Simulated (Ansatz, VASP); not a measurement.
**AlRu: VASP beside Ansatz**

Contents of INCAR:

```
ALGO = Fast
EDIFF = 1E-6
ENCUT = 520
GGA = PE
ISIF = 2
ISMEAR = 0
LASPH = True
LCHARG = False
LREAL = False
LWAVE = False
NBANDS = 16
NELM = 80
PREC = Accurate
SIGMA = 0.15
```

KPOINTS

```
k-points
0
Gamma
  16 16 16
```

Contents of POSCAR:

```
AlRu
1.0
    2.9916000000      0.0000000000      0.0000000000
    0.0000000000      2.9916000000      0.0000000000
    0.0000000000      0.0000000000      2.9916000000
Al Ru
1 1
Direct
   -0.0709092239     -0.0709092239      0.0000000000
    0.5000000000      0.5000000000      0.5000000000
```

Input for Ansatz:

```yaml
crystal:
  lattice:
    - [2.9916, 0.0, 0.0]
    - [0.0, 2.9916, 0.0]
    - [0.0, 0.0, 2.9916]
  atoms:
    - { symbol: Al, position: [-0.0709092239, -0.0709092239, 0.0] }
    - { symbol: Ru, position: [0.5, 0.5, 0.5] }
basis:
  ecutwfc: 420
kpoints:
  mp_grid: { grid: [16, 16, 16] }
hamiltonian:
  xc: pbe
scf:
  occupations: { method: gaussian, width: 0.15 }
output:
  forces: true
  stress: true
  eigenvalues: true
```

Alike in both runs: task single point; functional PBE; k mesh 16 × 16 × 16; occupations gaussian, width 0.15 eV; no spin polarisation.

|  | VASP | Ansatz |
| --- | --- | --- |
| version | VASP 6.6.1 | Ansatz 0.2.0 |
| potentials or method | VASP PAW PBE potentials, release 64 (Al, Ru_pv), cutoff 520 eV | scalar-relativistic, plane waves, PAW |
| valence electrons in the cell | 17 | 19 |

Ansatz gave:

- gap on the k mesh at the Fermi level (eV): none
- pressure (GPa): 9.6
- traceless stress, the component that is largest in VASP (GPa): 6.87
- rms of the force components (eV/Å): 1.512

Task: What did VASP give for the same quantities?

Result: gap on the k mesh at the Fermi level (eV): none; pressure (GPa): 9.7; traceless stress, the component that is largest in VASP (GPa): 6.94; rms of the force components (eV/Å): 1.523.

Atom by atom the forces differ by 0.011 eV/Å (rms over components). A gap of «none» marks a metal or a gap that the smearing closes. VASP's potentials hold 17 valence electrons a cell and Ansatz's 19, so a difference there can come from the potentials and not from the codes.
